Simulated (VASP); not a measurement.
# SmHfW (P4/mmm) in VASP: notebook

The runs below take SmHfW through relaxation of cell and atoms, single point, with PBE.

Everything below comes from runs of VASP 6.6.1. Logs are shortened: lines on timing, memory, paths and dates and some standing lists are left out, and cuts for length are marked.

### Step 1. The cell of the first run

The structure is tetragonal, space group P4/mmm (No. 123). Conventional cell: a = 3.794 Å, b = 3.794 Å, c = 4.002 Å, α = 90.00°, β = 90.00°, γ = 90.00°. Within 3.5 Å of Sm (site symmetry 4/mmm) lie 4 Hf at 2.68 Å and 8 W at 3.35 Å. Hf (site symmetry 4/mmm) has 2 W at 2.00 Å and 4 Sm at 2.68 Å within 2.7 Å. W (site symmetry 4/mmm) has 2 Hf at 2.00 Å within 2.7 Å.

The cell was generated, and may not be a known phase.

### Step 2. Relaxation of cell and atoms, PBE

INCAR reads:

```
ALGO = Normal ; EDIFF = 1E-7
EDIFFG = -0.04 ; ENCUT = 500
GGA = PE ; GGA_COMPAT = False
IBRION = 2 ; ISIF = 3
ISMEAR = 0 ; LASPH = True
LCHARG = False ; LMAXMIX = 6
LREAL = False ; LWAVE = False
NELM = 200 ; NELMIN = 4
NSW = 90 ; PREC = Accurate
SIGMA = 0.1
```

KPOINTS reads:

```
k-points
0
Gamma
  4 4 4
```

POSCAR reads:

```
SmHfW
1.0
    3.7944593900      0.0000000000      0.0000000000
    0.0000000000      3.7944593900      0.0000000000
    0.0000000000      0.0000000000      4.0020005600
Sm Hf W
1 1 1
Direct
    0.0000000000      0.0000000000      0.0000000000
    0.5000000000      0.5000000000      0.0000000000
    0.5000000000      0.5000000000      0.5000000000
```

Potentials or basis: VASP PAW PBE potentials, release 64 (Sm_3, Hf_pv, W_sv), 4f in core.

Started as:

```console
$ cat potpaw_PBE.64/Sm_3/POTCAR potpaw_PBE.64/Hf_pv/POTCAR potpaw_PBE.64/W_sv/POTCAR > POTCAR
$ mpirun -np 1 vasp_std > vasp.out
```

OUTCAR:

```text
EDIFF = 1E-7
   EDIFFG = -0.04
   ENCUT = 500
   GGA = PE
   IBRION = 2
   ISIF = 3
   ISMEAR = 0
   LASPH = True
   LREAL = False
   NELM = 200
   NELMIN = 4
   NSW = 90
   PREC = Accurate

 ion  position               nearest neighbor table
   1  0.000  0.000  0.000-   2 2.68   2 2.68   2 2.68   2 2.68   3 3.35   3 3.35   3 3.35   3 3.35
                             3 3.35   3 3.35   3 3.35   3 3.35
   2  0.500  0.500  0.000-   3 2.00   3 2.00   1 2.68   1 2.68   1 2.68   1 2.68
   3  0.500  0.500  0.500-   2 2.00   2 2.00   1 3.35   1 3.35   1 3.35   1 3.35   1 3.35   1 3.35
                             1 3.35   1 3.35

  LATTYP: Found a simple tetragonal cell.
 ALAT       =     3.7944593900
 C/A-ratio  =     1.0546958469

  Lattice vectors:

 A1 = (   3.7944593900,   0.0000000000,   0.0000000000)
 A2 = (   0.0000000000,   3.7944593900,   0.0000000000)
 A3 = (   0.0000000000,   0.0000000000,   4.0020005600)

Analysis of symmetry for initial positions (statically):
=====================================================================
 Subroutine PRICEL returns:
 Original cell was already a primitive cell.

 Routine SETGRP: Setting up the symmetry group for a
 simple tetragonal supercell.

 Subroutine GETGRP returns: Found 16 space group operations
 (whereof 16 operations were pure point group operations)
 out of a pool of 16 trial point group operations.

The static configuration has the point symmetry D_4h.

Analysis of symmetry for dynamics (positions and initial velocities):
=====================================================================
 Subroutine PRICEL returns:
 Original cell was already a primitive cell.

 Routine SETGRP: Setting up the symmetry group for a
 simple tetragonal supercell.

 Subroutine GETGRP returns: Found 16 space group operations
 (whereof 16 operations were pure point group operations)
 out of a pool of 16 trial point group operations.

The dynamic configuration has the point symmetry D_4h.

 Subroutine INISYM returns: Found 16 space group operations
 (whereof 16 operations are pure point group operations),
 and found     1 'primitive' translations

----------------------------------------------------------------------------------------

                                     Primitive cell

  volume of cell :      57.6205

  direct lattice vectors                    reciprocal lattice vectors
     3.794459390  0.000000000  0.000000000     0.263542154  0.000000000  0.000000000
     0.000000000  3.794459390  0.000000000     0.000000000  0.263542154  0.000000000
     0.000000000  0.000000000  4.002000560     0.000000000  0.000000000  0.249875028

  length of vectors
     3.794459390  3.794459390  4.002000560     0.263542154  0.263542154  0.249875028

  position of ions in fractional coordinates (direct lattice)
     0.000000000  0.000000000  0.000000000
     0.500000000  0.500000000  0.000000000
     0.500000000  0.500000000  0.500000000

  ion indices of the primitive-cell ions
   primitive index   ion index
                 1           1
                 2           2
                 3           3

----------------------------------------------------------------------------------------

 KPOINTS: k-points

Automatic generation of k-mesh.
 Grid dimensions read from file:
 generate k-points for:    4    4    4

 Generating k-lattice:

  Cartesian coordinates                     Fractional coordinates (reciprocal lattice)
     0.065885538  0.000000000  0.000000000     0.250000000  0.000000000  0.000000000
     0.000000000  0.065885538  0.000000000     0.000000000  0.250000000  0.000000000
     0.000000000  0.000000000  0.062468757     0.000000000  0.000000000  0.250000000

  Length of vectors
     0.065885538  0.065885538  0.062468757

  Shift w.r.t. Gamma in fractional coordinates (k-lattice)
     0.000000000  0.000000000  0.000000000

 Subroutine IBZKPT returns following result:
 ===========================================

 Found     18 irreducible k-points:

 Following reciprocal coordinates:
            Coordinates               Weight
  0.000000  0.000000  0.000000      1.000000
  0.250000  0.000000  0.000000      4.000000
  0.500000  0.000000  0.000000      2.000000
  0.250000  0.250000  0.000000      4.000000
  0.500000  0.250000  0.000000      4.000000
  0.500000  0.500000  0.000000      1.000000
[... 10 lines left out ...]
  0.500000  0.250000  0.500000      4.000000
  0.500000  0.500000  0.500000      1.000000
   k-points           NKPTS =     18   k-points in BZ     NKDIM =     18   number of bands    NBANDS=     21
   number of dos      NEDOS =    301   number of ions     NIONS =      3
   total plane-waves  NPLWV =  23520
   dimension x,y,z NGX =    28 NGY =   28 NGZ =   30
   dimension x,y,z NGXF=    56 NGYF=   56 NGZF=   60
   ions per type =               1   1   1
   NGX,Y,Z   is equivalent  to a cutoff of  12.27, 12.27, 12.46 a.u.
   NGXF,Y,Z  is equivalent  to a cutoff of  24.54, 24.54, 24.92 a.u.
 SYSTEM =  unknown system
   PREC   = accura    normal or accurate (medium, high low for compatibility)
   ISTART =      0    job   : 0-new  1-cont  2-samecut
   ICHARG =      2    charge: 1-file 2-atom 10-const
   ISPIN  =      1    spin polarized calculation?
   LNONCOLLINEAR =      F non collinear calculations
   LSORBIT =      F    spin-orbit coupling
   LASPH  =      T    aspherical Exc in radial PAW
   ENCUT  =  500.0 eV  36.75 Ry    6.06 a.u.   6.92  6.92  7.30*2*pi/ulx,y,z
   NELM   =    200;   NELMIN=  4; NELMDL= -5     # of ELM steps
   EDIFF  = 0.1E-06   stopping-criterion for ELM
   LREAL  =      F    real-space projection
   EDIFFG = -.4E-01   stopping-criterion for IOM
   NSW    =     90    number of steps for IOM
   IBRION =      2    ionic relax: 0-MD 1-quasi-New 2-CG
   NFREE  =      1    steps in history (QN), initial steepest desc. (CG)
   ISIF   =      3    stress and relaxation
   ISYM   =      2    0-nonsym 1-usesym 2-fastsym
   POTIM  = 0.5000    time-step for ionic-motion
   TEBEG  =    0.0;   TEEND  =   0.0 temperature during run
   PSTRESS=    0.0 pullay stress
   NELECT =      35.0000    total number of electrons
   NUPDOWN=      -1.0000    fix difference up-down
   EMIN   =  10.00;   EMAX   =-10.00  energy-range for DOS
   EFERMI =   0.00;   METHOD = LEGACY
   ISMEAR =     0;   SIGMA  =   0.10  broadening in eV -4-tet -1-fermi 0-gaus
   EFERMI_NEDOS =   21; number of points for ismear=-14 and -15
   IALGO  =     38    algorithm
   IMIX   =      4    mixing-type and parameters
     AMIX     =   0.40;   BMIX     =  1.00
     AMIX_MAG =   1.60;   BMIX_MAG =  1.00
  volume/ion in A,a.u.               =      19.21       129.61
  Fermi-wavevector in a.u.,A,eV,Ry     =   1.386453  2.620017 26.153830  1.922252
  Thomas-Fermi vector in A             =   2.510767
   LORBIT       =      0    0 simple, 1 ext, 2 COOP (PROOUT), +10 PAW based schemes
   GGA     = PE    functional components
   LHFCALC =     F    Hartree Fock is set to
   AEXX    =    0.0000 exact exchange contribution
   IVDW    =     0    specifies the selected vdW correction
   LEPSILON=     F    determine dielectric tensor
   LRPA    =     F    only Hartree local field effects (RPA)
 conjugate gradient relaxation of ions
 non-spin polarized calculation
 Gauss-broadening in eV      SIGMA  =   0.10
  energy-cutoff  :      500.00
  volume of cell :       57.62
 maximum number of plane-waves:      1476
 NGX is ok and might be reduce to    28
   NGX = 13   NGY = 13   NGZ = 15

--------------------------------------- Ionic step        1  -------------------------------------------

 number of electron      35.0000000 magnetization

 Free energy of the ion-electron system (eV)
  ---------------------------------------------------
  ext. energy  EPLUGINS =         0.00000000
  ---------------------------------------------------
  free energy    TOTEN  =       -15.31945972 eV

  energy without entropy =      -15.31094945  energy(sigma->0) =      -15.31520458

------------------------ aborting loop because EDIFF is reached ----------------------------------------

  FORCE on cell =-STRESS in cart. coord.  units (eV):
  Direction    XX          YY          ZZ          XY          YZ          ZX
  --------------------------------------------------------------------------------------
  -------------------------------------------------------------------------------------
  Total       11.9268299     11.9268299     71.1619493      0.0000000     -0.0000000      0.0000000
  in kB      331.6336916    331.6336916   1978.7068406      0.0000000     -0.0000000      0.0000000
  external PRESSURE =     880.6580746 kB  Pullay stress =       0.0000000 kB
[... 92 lines left out ...]
  FREE ENERGIE OF THE ION-ELECTRON SYSTEM (eV)
  ---------------------------------------------------
  free  energy   TOTEN  =       -20.4527573630 eV

  energy  without entropy=      -20.4143357290  energy(sigma->0) =      -20.43354655

 E-fermi :   3.1669     XC(G=0):  -9.9837

 val. band max:        3.1648402066   @ k =   0.2500   0.2500   0.0000
 cond. band min:       3.1894348445   @ k =   0.2500   0.0000   0.5000
 fundamental gap:      0.0245946378
 Fermi energy:         3.1669188830

 k-point     1 :       0.0000    0.0000    0.0000
  band No.  band energies     occupation
      1     -70.9561      2.00000
      2     -37.3155      2.00000
      3     -35.2122      2.00000
      4     -35.2122      2.00000
      5     -34.8535      2.00000
      6     -27.1465      2.00000
[... 406 lines left out ...]
      5     -34.8296      2.00000
      6     -27.2026      2.00000
[... 13 lines left out ...]
     20       4.4286      0.00000
     21       4.8730      0.00000

[... ionic steps 4 to 9 ...]

--------------------------------------- Ionic step       10  -------------------------------------------

 number of electron      35.0000004 magnetization

------------------------ aborting loop because EDIFF is reached ----------------------------------------

  FORCE on cell =-STRESS in cart. coord.  units (eV):
  Direction    XX          YY          ZZ          XY          YZ          ZX
  --------------------------------------------------------------------------------------
  -------------------------------------------------------------------------------------
  Total       -0.0187478     -0.0187478     -0.9306345      0.0000000      0.0000000     -0.0000000
  in kB       -0.3439100     -0.3439100    -17.0715416      0.0000000      0.0000000     -0.0000000
  external PRESSURE =      -5.9197872 kB  Pullay stress =       0.0000000 kB
[... 59 lines left out ...]
  energy  without entropy=      -21.9678884128  energy(sigma->0) =      -21.97886886

--------------------------------------- Ionic step       12  -------------------------------------------

 number of electron      34.9999998 magnetization

 Free energy of the ion-electron system (eV)
  ---------------------------------------------------
  ext. energy  EPLUGINS =         0.00000000
  ---------------------------------------------------
  free energy    TOTEN  =       -21.99342950 eV

  energy without entropy =      -21.97092172  energy(sigma->0) =      -21.98217561

 E-fermi :   3.4123     XC(G=0): -10.0958

 val. band max:        3.4062455236   @ k =   0.5000   0.0000   0.0000
 cond. band min:       3.4204423355   @ k =   0.5000   0.2500   0.0000
 fundamental gap:      0.0141968118
 Fermi energy:         3.4122880449

 k-point     1 :       0.0000    0.0000    0.0000
  band No.  band energies     occupation
      1     -70.4056      2.00000
      2     -37.2817      2.00000
      3     -34.8394      2.00000
      4     -34.6318      2.00000
      5     -34.6318      2.00000
      6     -26.6786      2.00000
[... 451 lines left out ...]
  FREE ENERGIE OF THE ION-ELECTRON SYSTEM (eV)
  ---------------------------------------------------
  free  energy   TOTEN  =       -21.9934294959 eV

  energy  without entropy=      -21.9709217153  energy(sigma->0) =      -21.98217561

 reached required accuracy - stopping structural energy minimisation
```

It took 2.2 min on 1 thread of Intel Xeon 6975P-C (Granite Rapids), shared host; peak memory 0.18 GiB.

Results:

```yaml
Free_energy: -21.9934 eV
Relaxed_volume: 28.91 Å³/atom
Relaxed_cell: a = 4.222 Å, b = 4.222 Å, c = 4.867 Å, α = 90.00°, β = 90.00°, γ = 90.00°
Space_group_after_relaxing_to_0.1_Å: P4/mmm (No. 123)
Pressure_after_relaxing: 0.1 GPa
Band_gap_on_the_k_mesh: zero (an odd number of electrons rules out a gap without spin polarisation)
```

Final structure:
```cif
data_structure
_symmetry_space_group_name_H-M 'P 1'
_symmetry_Int_Tables_number 1
_cell_length_a 4.2217
_cell_length_b 4.2217
_cell_length_c 4.8667
_cell_angle_alpha 90.000
_cell_angle_beta 90.000
_cell_angle_gamma 90.000
_cell_volume 86.74
loop_
_atom_site_label
_atom_site_type_symbol
_atom_site_fract_x
_atom_site_fract_y
_atom_site_fract_z
_atom_site_occupancy
Sm1 Sm 0.00000 0.00000 0.00000 1
Hf1 Hf 0.50000 0.50000 0.00000 1
W1 W 0.50000 0.50000 0.50000 1
```

Levels at points of the mesh, in eV from the Fermi level:
| k point | band 16 | band 17 | band 18 | band 19 | band 20 | band 21 |
| --- | --- | --- | --- | --- | --- | --- |
| (0.00, 0.00, 0.00) | -2.14 | -1.15 | -1.11 | 0.59 | 1.32 | 2.84 |
| (0.50, 0.00, 0.00) | -1.68 | -0.01 | 0.73 | 0.97 | 1.01 | 1.50 |
| (0.50, 0.50, 0.00) | -1.45 | 0.51 | 0.78 | 0.78 | 0.98 | 2.12 |
| (0.00, 0.00, 0.50) | -0.45 | -0.10 | -0.10 | 0.23 | 0.72 | 0.83 |
| (0.50, 0.00, 0.50) | -0.41 | -0.15 | 0.73 | 1.16 | 1.42 | 1.94 |
| (0.50, 0.50, 0.50) | -0.85 | -0.56 | -0.08 | 0.59 | 1.19 | 2.24 |

Caveat: the k points lie up to 0.37 Å⁻¹ apart in the final cell, too coarse for converged energies and pressures of a metal; the volume moved by over 15 % at a fixed basis, so the end points are rough; spin-orbit coupling is left out, which moves the levels of the heavy elements; the 4f electrons are frozen in the core, so they carry no moment and show no levels. Spin polarisation is off, so any magnetic state and its effect on volume and gap are missing.

### Step 3. Single point, PBE

This run uses another cell than the first one, of 29.04 Å³/atom.

INCAR reads:

```
SYSTEM = SmHfW
PREC = Accurate
ENCUT = 500
EDIFF = 1E-6
ISMEAR = 0
SIGMA = 0.1
LREAL = .False.
LASPH = .True.
NELM = 200
ALGO = Normal
ISIF = 2
LWAVE = .False.
LCHARG = .False.
GGA = PE
NBANDS = 24
GGA_COMPAT = .False.
LMAXMIX = 6
```

KPOINTS reads:

```
regular mesh
0
Gamma
  12 12 10
  0 0 0
```

POSCAR reads:

```
SmHfW
1.0
    4.2163376309      0.0000000000      0.0000000000
    0.0000000000      4.2163376309      0.0000000000
    0.0000000000      0.0000000000      4.9011824938
Sm Hf W
1 1 1
Direct
    0.0000000000      0.0000000000      0.0000000000
    0.5000000000      0.5000000000      0.0000000000
    0.5000000000      0.5000000000      0.5000000000
```

Potentials or basis: VASP PAW PBE potentials, release 64 (Sm_3, Hf_pv, W_sv), 4f in core.

Started as:

```console
$ cat potpaw_PBE.64/Sm_3/POTCAR potpaw_PBE.64/Hf_pv/POTCAR potpaw_PBE.64/W_sv/POTCAR > POTCAR
$ mpirun -np 1 vasp_std > vasp.out
```

Run time: 1.7 min. Hardware: 1 thread of Intel Xeon 6975P-C (Granite Rapids), shared host; peak memory 0.48 GiB.

The run converged. Its results:

```
Free energy            : -21.8869 eV
Pressure               : 0.2 GPa
Band gap on the k mesh : zero (an odd number of electrons rules out a gap without spin polarisation)
```

Stress tensor (GPa, compression positive):
```
0.26 0.00 0.00
0.00 0.26 0.00
0.00 0.00 0.14
```

Levels at points of the mesh, in eV from the Fermi level:
```
           k point  band 13  band 14  band 15  band 16  band 17  band 18  band 19  band 20  band 21  band 22
(0.00, 0.00, 0.00)    -2.59    -2.59    -2.03    -2.03    -1.17    -1.15     0.55     1.29     2.76     3.79
(0.50, 0.00, 0.00)    -2.38    -1.74    -1.73    -1.68     0.02     0.77     0.91     0.97     1.45     1.70
(0.50, 0.50, 0.00)    -2.85    -2.85    -1.59    -1.40     0.47     0.79     0.79     1.01     2.10     3.53
(0.00, 0.00, 0.50)    -2.90    -2.09    -0.83    -0.45    -0.03    -0.03     0.25     0.25     0.74     0.82
(0.50, 0.00, 0.50)    -1.85    -0.82    -0.80    -0.36    -0.13     0.72     1.19     1.39     1.43     1.92
(0.50, 0.50, 0.50)    -1.59    -1.59    -0.80    -0.80    -0.57    -0.10     0.57     1.24     1.24     2.22
```

Caveat: spin-orbit coupling is left out, which moves the levels of the heavy elements; the 4f electrons are frozen in the core, so they carry no moment and show no levels.

(Continued in part 2 of 2.)
